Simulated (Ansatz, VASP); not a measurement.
**ZrB: VASP beside Ansatz**

File INCAR:

```
SYSTEM = ZrB
PREC = Accurate
ENCUT = 520
EDIFF = 1E-7
ISMEAR = 1
SIGMA = 0.1
LREAL = .FALSE.
LASPH = .TRUE.
NELM = 150
ALGO = Normal
ISIF = 2
LWAVE = .FALSE.
LCHARG = .TRUE.
LNONCOLLINEAR = .TRUE.
MAGMOM = 0 0 0 0 0 0
LORBIT = 11
LSORBIT = .TRUE.
GGA_COMPAT = .FALSE.
LORBMOM = .TRUE.
LMAXMIX = 4
GGA = B5
ALDAX = 1.0
AGGAX = 1.0
AGGAC = 1.0
ALDAC = 0.0
LVHAR = .TRUE.
NBANDS = 27
```

KPOINTS

```
Automatic mesh
0
G
  10 10 10
  0 0 0
```

POSCAR

```
ZrB
1.0
    0.0000000000      2.3705998121      2.3705998121
    2.3705998121      0.0000000000      2.3705998121
    2.3705998121      2.3705998121      0.0000000000
Zr B
1 1
Direct
    0.0000000000      0.0000000000      0.0000000000
    0.5000000000      0.5000000000      0.5000000000
```

File input.yaml:

```yaml
crystal:
  lattice:
    - [0.0, 2.3705998121, 2.3705998121]
    - [2.3705998121, 0.0, 2.3705998121]
    - [2.3705998121, 2.3705998121, 0.0]
  atoms:
    - { symbol: Zr, position: [0.0, 0.0, 0.0] }
    - { symbol: B, position: [0.5, 0.5, 0.5] }
hamiltonian:
  xc: blyp
  pseudopotentials: { kind: paw_fr }
magnetization:
  noncollinear: true
  spin_orbit: true
kpoints:
  mp_grid: { grid: [10, 10, 10] }
scf:
  occupations: { method: methfessel_paxton, width: 0.1 }
output:
  forces: true
  stress: true
  eigenvalues: true
```

Alike in both runs: task single point; functional BLYP; k mesh 10 × 10 × 10; occupations methfessel-paxton of order 1, width 0.1 eV; non-collinear spin, spin-orbit coupling.

|  | VASP | Ansatz |
| --- | --- | --- |
| version | VASP 6.6.1 | Ansatz 0.2.0 |
| potentials or method | VASP PAW PBE potentials, release 64 (Zr_sv, B) | Ansatz PAW |
| plane-wave cutoff (eV) | 520 | 420 |
| valence electrons in the cell | 15 | 15 |

|  | VASP | Ansatz | Ansatz less VASP |
| --- | --- | --- | --- |
| pressure (GPa) | 26.5 | 26.1 | -0.44 |

VASP's potentials were made for PBE, not for BLYP.
